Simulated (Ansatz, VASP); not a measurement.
NbSn2Sb3 in VASP and in Ansatz

Contents of INCAR:

```
PREC = Accurate
ENCUT = 520
EDIFF = 1E-6
ISMEAR = 0
SIGMA = 0.1
LREAL = F
LASPH = T
NELM = 80
ALGO = Normal
ISIF = 2
LWAVE = F
LCHARG = F
GGA = PE
NBANDS = 37
```

Contents of KPOINTS:

```
Automatic mesh
0
Gamma
  3 3 4
```

Contents of POSCAR:

```
NbSn2Sb3
1.0
    6.5981939300      0.0000000000      0.0000000000
   -3.2990969700      5.7142035600      0.0000000000
    0.0000000000      0.0000000000      4.1181282000
Nb Sn Sb
1 2 3
Direct
    0.0000000000      0.0000000000      0.0000000000
    0.6666666700      0.3333333300      0.0000000000
    0.3333333300      0.6666666700      0.0000000000
    0.5000000000      0.5000000000      0.5000000000
    0.5000000000      0.0000000000      0.5000000000
    0.0000000000      0.5000000000      0.5000000000
```

Input for Ansatz:

```yaml
crystal:
  lattice:
    - [6.59819393, 0.0, 0.0]
    - [-3.29909697, 5.71420356, 0.0]
    - [0.0, 0.0, 4.1181282]
  atoms:
    - { symbol: Nb, position: [0.0, 0.0, 0.0] }
    - { symbol: Sn, position: [0.66666667, 0.33333333, 0.0] }
    - { symbol: Sn, position: [0.33333333, 0.66666667, 0.0] }
    - { symbol: Sb, position: [0.5, 0.5, 0.5] }
    - { symbol: Sb, position: [0.5, 0.0, 0.5] }
    - { symbol: Sb, position: [0.0, 0.5, 0.5] }
basis:
  ecutwfc: 420
kpoints:
  mp_grid: { grid: [3, 3, 4] }
hamiltonian:
  xc: pbe
scf:
  occupations: { method: gaussian, width: 0.1 }
  lower_state_search: "off"
output:
  forces: true
  stress: true
  eigenvalues: true
```

Change from the starting cell: species swapped into the ZrCo3B2 type (P6/mmm, No. 191).

Alike in both runs: task single point; functional PBE; k mesh 3 × 3 × 4; occupations gaussian, width 0.1 eV; no spin polarisation.

|  | VASP | Ansatz |
| --- | --- | --- |
| version | VASP 6.6.1 | Ansatz 0.2.0 |
| potentials or method | VASP PAW PBE potentials, release 64 (Nb_sv, Sn_d, Sb), cutoff 520 eV | scalar-relativistic, plane waves, PAW |
| valence electrons in the cell | 56 | 86 |

|  | VASP | Ansatz | Ansatz less VASP |
| --- | --- | --- | --- |
| gap on the k mesh at the Fermi level (eV) | none | none | - |
| pressure (GPa) | 12.3 | 12.3 | 0.00 |
| traceless stress, the component that is largest in VASP (GPa) | 8.07 | 8.04 | -0.027 |

A gap of «none» marks a metal or a gap that the smearing closes. With one functional, cell and mesh, what is left measures potentials, basis and numerics. VASP's potentials hold 56 valence electrons a cell and Ansatz's 86, so a difference there can come from the potentials and not from the codes.

The k mesh is coarse, so the values compare programs but aren't converged. Neither program's run includes spin-orbit coupling.
